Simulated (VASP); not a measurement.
Wanted: the native input for a VASP 6.6.1 run.

- Task: single point
- Functional: PBE
- Potentials or basis: VASP PAW PBE potentials, release 64 (Zr_sv)
- Cutoff: 520 eV
- k mesh: 14 × 14 × 14
- Occupations: fermi-dirac, width 0.08 eV
- Spin: no spin polarisation
- Dipole correction: no
- Further INCAR settings: ALGO = Normal; EDIFF = 1e-06; NBANDS = 12

The structure of Zr lies in POSCAR:

```
Zr
1.0
   -1.8039464431      1.8039464431      1.8039464431
    1.8039464431     -1.8039464431      1.8039464431
    1.8039464431      1.8039464431     -1.8039464431
Zr
1
Direct
    0.0000000000      0.0000000000      0.0000000000
```

This cell differs from its parent crystal: volume scaled by 0.99.

One way to write it, as run:

INCAR

```
SYSTEM = Zr
PREC = Accurate ; ENCUT = 520
EDIFF = 1E-6 ; ISMEAR = -1
SIGMA = 0.08 ; LREAL = .False.
LASPH = .True. ; NELM = 100
ALGO = Normal ; ISIF = 2
LWAVE = .False. ; LCHARG = .False.
GGA = PE ; NBANDS = 12
```

KPOINTS

```
Automatic mesh
0
Gamma
  14 14 14
  0 0 0
```

Potentials or basis: VASP PAW PBE potentials, release 64 (Zr_sv).

Launch:

```bash
$ cat potpaw_PBE.64/Zr_sv/POTCAR > POTCAR
$ mpirun -np 1 vasp_std > vasp.out
```

Results of the run:

- Pressure: -2.2 GPa
- Band gap on the k mesh: zero (band 6 reaches 9.74 eV, above the bottom of band 7 at 7.99 eV)

It took 30 s on 1 thread of Intel Xeon 8259CL (shared host), peak memory 0.16 GiB.
